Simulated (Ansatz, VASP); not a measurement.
**CaO in VASP and in Ansatz**

File POSCAR:

```
CaO
1.0
    3.9810268818      0.0000000000      0.0000000000
   -1.9905134409      3.4476704128      0.0000000000
    0.0000000000      0.0000000000      4.7701152067
Ca O
2 2
Direct
    0.3333333333      0.6666666667      0.2500000000
    0.6666666667      0.3333333333      0.7500000000
    0.6666666667      0.3333333333      0.2500000000
    0.3333333333      0.6666666667      0.7500000000
```

Contents of INCAR.step1:

```
SYSTEM = CaO
ALGO     = Normal         ! electronic algorithm
EDIFF    = 1E-4           ! SCF threshold, eV
ENCUT    = 520            ! plane-wave cutoff, eV
GGA      = PE             ! functional
ISMEAR   = 0              ! smearing method
LASPH    = .True.         ! aspherical terms in the spheres
LCHARG   = .False.        ! write CHGCAR
LREAL    = .False.        ! projectors in reciprocal space
LWAVE    = .True.         ! write WAVECAR
NBANDS   = 24             ! bands
NELM     = 100            ! most SCF steps
PREC     = Accurate       ! precision mode
SIGMA    = 0.01           ! smearing width, eV
```

Contents of INCAR.step2:

```
SYSTEM = CaO
ALGO     = Normal         ! electronic algorithm
EDIFF    = 1E-7           ! SCF threshold, eV
ENCUT    = 520            ! plane-wave cutoff, eV
ISIF     = 2              ! what is computed and relaxed
ISMEAR   = 0              ! smearing method
ISTART   = 1            
LASPH    = .True.         ! aspherical terms in the spheres
LCHARG   = .False.        ! write CHGCAR
LMIXTAU  = .True.       
LREAL    = .False.        ! projectors in reciprocal space
LWAVE    = .False.        ! write WAVECAR
METAGGA  = R2SCAN         ! meta-GGA
NBANDS   = 24             ! bands
NELM     = 100            ! most SCF steps
PREC     = Accurate       ! precision mode
SIGMA    = 0.01           ! smearing width, eV
```

KPOINTS

```
k-points
0
Gamma
  6 6 4
  0 0 0
```

Input for Ansatz:

```yaml
crystal:
  lattice:
    - [3.9810268818, 0.0, 0.0]
    - [-1.9905134409, 3.4476704128, 0.0]
    - [0.0, 0.0, 4.7701152067]
  atoms:
    - { symbol: Ca, position: [0.3333333333, 0.6666666667, 0.25] }
    - { symbol: Ca, position: [0.6666666667, 0.3333333333, 0.75] }
    - { symbol: O, position: [0.6666666667, 0.3333333333, 0.25] }
    - { symbol: O, position: [0.3333333333, 0.6666666667, 0.75] }
kpoints:
  mp_grid: { grid: [6, 6, 4] }
hamiltonian:
  xc: r2scan
scf:
  occupations: { method: fixed }
output:
  optics:
    e_range: [0, 16]
    de: 0.05
    sigma: 0.1
    bands: { spectra_wanted_up_to: 16 }
```

Alike in both runs: task single point; functional r2SCAN; k mesh 6 × 6 × 4; no spin polarisation.

|  | VASP | Ansatz |
| --- | --- | --- |
| version | VASP 6.6.1 | Ansatz 0.2.0 |
| potentials or method | VASP PAW PBE potentials, release 64 (Ca_sv, O) | plane waves, PAW |
| plane-wave cutoff (eV) | 520 | 500 |
| occupations | gaussian, width 0.01 eV | fixed |
| valence electrons in the cell | 32 | 32 |

VASP gave:

- gap on the k mesh at the Fermi level (eV): 3.61

Question: Estimate Ansatz's values.

Answer: gap on the k mesh at the Fermi level (eV): 3.63.

VASP's potentials were made for PBE, not for r2SCAN.
